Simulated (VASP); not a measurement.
A run of VASP 6.6.1 is set up as follows.

POSCAR

```
SrO
1.0
    0.0000000000      2.5490759911      2.5490759911
    2.5490759911      0.0000000000      2.5490759911
    2.5490759911      2.5490759911      0.0000000000
Sr O
1 1
Direct
    0.5000000000      0.5000000000      0.5000000000
    0.0000000000      0.0000000000      0.0000000000
```

File INCAR.step1:

```
SYSTEM = SrO
PREC     = Accurate       ! precision mode
ENCUT    = 520            ! plane-wave cutoff, eV
ISMEAR   = -1             ! smearing method
SIGMA    = 0.05           ! smearing width, eV
LREAL    = .False.        ! projectors in reciprocal space
LASPH    = .True.         ! aspherical terms in the spheres
NELM     = 60             ! most SCF steps
NBANDS   = 15             ! bands
GGA      = PE             ! functional
ALGO     = Normal         ! electronic algorithm
EDIFF    = 1E-4           ! SCF threshold, eV
LWAVE    = .True.         ! write WAVECAR
LCHARG   = .False.        ! write CHGCAR
```

The input INCAR.step2:

```
SYSTEM = SrO
PREC     = Accurate       ! precision mode
ENCUT    = 520            ! plane-wave cutoff, eV
EDIFF    = 1E-6           ! SCF threshold, eV
ISMEAR   = -1             ! smearing method
SIGMA    = 0.05           ! smearing width, eV
LREAL    = .False.        ! projectors in reciprocal space
LASPH    = .True.         ! aspherical terms in the spheres
NELM     = 60             ! most SCF steps
ALGO     = Normal         ! electronic algorithm
ISIF     = 2              ! what is computed and relaxed
LWAVE    = .False.        ! write WAVECAR
LCHARG   = .False.        ! write CHGCAR
METAGGA  = R2SCAN         ! meta-GGA
LMIXTAU  = .True.       
NBANDS   = 15             ! bands
ISTART   = 1
```

Contents of KPOINTS:

```
regular mesh
0
Gamma
  9 9 9
  0 0 0
```

Potentials or basis: VASP PAW PBE potentials, release 64 (Sr_sv, O).

The run is started by

```console
$ cat potpaw_PBE.64/Sr_sv/POTCAR potpaw_PBE.64/O/POTCAR > POTCAR
$ cp INCAR.step1 INCAR
$ mpirun -np 1 vasp_std > vasp.out
$ cp INCAR.step2 INCAR
$ mpirun -np 1 vasp_std > vasp.out
```

(1) Estimate the pressure.

(2) Estimate the band gap on the k mesh.

## Answers

(1) 4.3 GPa.

(2) 3.79 eV, indirect (least direct gap 3.86 eV).

Caveat: the PAW data sets were made with another functional, which shifts forces and pressure a little.
